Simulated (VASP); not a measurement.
A run of VASP 6.6.1 is set up as follows.

The input INCAR:

```
SYSTEM = GaN
PREC = Accurate
ENCUT = 520
EDIFF = 1E-8
ISMEAR = 0
SIGMA = 0.01
LREAL = .FALSE.
LASPH = .TRUE.
NELM = 80
ALGO = Normal
ISIF = 2
LWAVE = .FALSE.
LCHARG = .TRUE.
GGA = PS
IBRION = 8
NSW = 1
```

KPOINTS

```
regular mesh
0
G
  8 8 8
  0 0 0
```

Contents of POSCAR:

```
GaN
1.0
    0.0000000000      2.2603296940      2.2603296940
    2.2603296940      0.0000000000      2.2603296940
    2.2603296940      2.2603296940      0.0000000000
Ga N
1 1
Direct
    0.0000000000      0.0000000000      0.0000000000
    0.2500000000      0.2500000000      0.2500000000
```

Potentials or basis: VASP PAW PBE potentials, release 64 (Ga_d, N).

Command:

```console
$ cat potpaw_PBE.64/Ga_d/POTCAR potpaw_PBE.64/N/POTCAR > POTCAR
$ mpirun -np 1 vasp_std > vasp.out
```

**Question.** Predict the highest phonon frequency at Γ, LO-TO splitting left out.

**Answer.** 521 cm⁻¹.

Phonon frequencies in cm⁻¹ (negative: imaginary):
```
              q point        frequencies
(0.000, 0.000, 0.000)  0 0 0 521 521 521
```

Caveat: the cell stands under pressure or tension, which shifts response properties.
